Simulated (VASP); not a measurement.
Wanted: the native input for a VASP 6.6.1 run.

- Task: single point
- Functional: PBE
- Potentials or basis: VASP PAW PBE potentials, release 64 (B, C)
- Cutoff: 520 eV
- k mesh: 6 × 4 × 1
- Occupations: gaussian, width 0.1 eV
- Spin: no spin polarisation
- Dipole correction: yes
- Further INCAR settings: ALGO = Normal; EDIFF = 1e-06; NBANDS = 18

The structure of BC4 lies in POSCAR:

```
BC4
1.0
    2.8975320543      0.0000000000      0.0000000000
    0.0000000000      4.3407005323      0.0000000000
    0.0000000000      0.0000000000     26.2844102400
B C
1 4
Direct
    0.0000000000      0.5000000000      0.3043629257
    0.7518030940      0.0000000000      0.3331168992
    0.2481969060      0.0000000000      0.3331168992
    0.2481969060      0.0000000000      0.2756089521
    0.7518030940      0.0000000000      0.2756089521
```

These files were run (other wordings do the same):

INCAR

```
SYSTEM = BC4
ALGO = Normal ; DIPOL = 0.5 0.5 0.304
EDIFF = 1E-6 ; ENCUT = 520
GGA = PE ; IDIPOL = 3
ISIF = 2 ; ISMEAR = 0
LASPH = .True. ; LCHARG = .False.
LDIPOL = .True. ; LREAL = .False.
LWAVE = .False. ; NBANDS = 18
NELM = 100 ; PREC = Accurate
SIGMA = 0.1
```

KPOINTS

```
k-points
0
Gamma
  6 4 1
  0 0 0
```

Potentials or basis: VASP PAW PBE potentials, release 64 (B, C).

Command:

```bash
$ cat potpaw_PBE.64/B/POTCAR potpaw_PBE.64/C/POTCAR > POTCAR
$ mpirun -np 1 vasp_std > vasp.out
```

Results of the run:

```yaml
Largest_force: 0.071 eV/Å
```

Caveat: the k points lie up to 0.36 Å⁻¹ apart.

Run time: 85 s on 1 thread of Intel(R) Xeon(R) Platinum 8488C (Sapphire Rapids), with other jobs on the host, peak memory 0.39 GiB.
